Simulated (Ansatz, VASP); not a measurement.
## Two plane-wave programs on Te2Mo

```
Te Mo
1.0
     3.48755    0.00000    0.00000
    -1.74378    3.02031    0.00000
     0.00000    0.00000   17.16632
Te Mo
2 1
Direct
  0.33333 0.66667 0.10214
  0.33333 0.66667 0.89786
  0.00000 0.00000 0.00000
```

Alike in both runs: task single point; functional r2SCAN; k mesh 9 × 9 × 2; occupations fermi-dirac, width 0.05 eV; no spin polarisation.

|  | VASP | Ansatz |
| --- | --- | --- |
| version | VASP 6.6.1 | Ansatz 0.2.0 |
| potentials or method | VASP PAW PBE potentials, release 64 (Te, Mo_sv) | Ansatz PAW |
| plane-wave cutoff (eV) | 520 | 500 |
| valence electrons in the cell | 26 | 46 |

VASP gave:

```
gap on the k mesh at the Fermi level (eV) : 1.23
least direct gap on the mesh (eV)         : 1.23
rms of the force components (eV/Å)        : 0.477
```

Task: What did Ansatz give for the same quantities?

Result: gap on the k mesh at the Fermi level (eV): 1.23; least direct gap on the mesh (eV): 1.23; rms of the force components (eV/Å): 0.462.

VASP's potentials were made for PBE, not for r2SCAN. Atom by atom the forces differ by 0.015 eV/Å (rms over components). VASP's potentials hold 26 valence electrons a cell and Ansatz's 46, so a difference there can come from the potentials and not from the codes.

Neither program's run includes spin-orbit coupling. Noted on Ansatz's run: odd divisions of the mesh miss points on the zone boundary, where band edges often lie, so the gap on the mesh can be too wide.
